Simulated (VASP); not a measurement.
# SiTe3: relaxation of cell and atoms with PBE

SiTe3:

```
Si Te
1.0
     5.99915    0.00000    0.00000
     0.00000    5.99915    0.00000
     0.00000    0.00000    5.99915
Si Te
2 6
Direct
  0.00000 0.00000 0.00000
  0.50000 0.50000 0.50000
  0.25000 0.00000 0.50000
  0.50000 0.75000 0.00000
  0.75000 0.00000 0.50000
  0.50000 0.25000 0.00000
  0.00000 0.50000 0.75000
  0.00000 0.50000 0.25000
```

```
Program                : VASP 6.6.1
Task                   : relaxation of cell and atoms
Functional             : PBE
Potentials or basis    : VASP PAW PBE potentials, release 64 (Si, Te)
Cutoff                 : 600 eV
k mesh                 : 6 × 6 × 6
Occupations            : gaussian, width 0.1 eV
Spin                   : no spin polarisation
Dipole correction      : no
Further INCAR settings : ALGO = Normal; EDIFF = 1e-06; IBRION = 2; EDIFFG = -0.01; NSW = 100; ISIF = 3
```

* Relaxed volume: 26.63 Å³/atom
* Relaxed cell: a = 5.973 Å, b = 5.973 Å, c = 5.973 Å, α = 90.00°, β = 90.00°, γ = 90.00°
* Space group after relaxing (to 0.05 Å): Pm-3n (No. 223)
* Energy gained by relaxing: 0.7 meV/atom
* Ionic steps: 3
* Pressure after relaxing: 0.0 GPa
* Band gap on the k mesh: zero (band 22 reaches 7.56 eV, above the bottom of band 23 at 6.74 eV)

The path:
```tsv
step	energy change (eV)	largest force (eV/Å)	pressure (GPa)	volume (Å³)
1	0.0000	0.0000	-0.66	215.91
2	-0.0057	0.0000	0.15	212.46
3	-0.0059	0.0000	0.00	213.06
```

Final structure:
```xyz
8
Lattice="5.9726 0.0000 0.0000 0.0000 5.9726 0.0000 0.0000 0.0000 5.9726" Properties=species:S:1:pos:R:3 pbc="T T T"
Si    0.0000    0.0000    5.9726
Si    2.9863    2.9863    2.9863
Te    1.4932    0.0000    2.9863
Te    2.9863    4.4795    0.0000
Te    4.4795    0.0000    2.9863
Te    2.9863    1.4932    0.0000
Te    0.0000    2.9863    4.4795
Te    0.0000    2.9863    1.4932
```

Levels at points of the mesh, in eV from the Fermi level:
```
           k point  band 19  band 20  band 21  band 22  band 23  band 24  band 25  band 26
(0.00, 0.00, 0.00)    -2.13    -2.13    -0.05    -0.05    -0.05     1.47     1.47     1.47
(0.50, 0.00, 0.00)    -1.31    -1.31    -0.61    -0.61     0.48     0.48     1.12     1.12
(0.50, 0.50, 0.00)    -1.52    -0.46     0.15     0.15     0.43     0.62     0.62     0.71
(0.50, 0.50, 0.50)    -0.84    -0.84    -0.84    -0.84    -0.66    -0.66    -0.66    -0.66
```

It used 220 s of CPU time on 1 thread of Intel Xeon 6975P-C (shared host).

Caveat: spin-orbit coupling is left out, which moves the levels of the heavy elements.
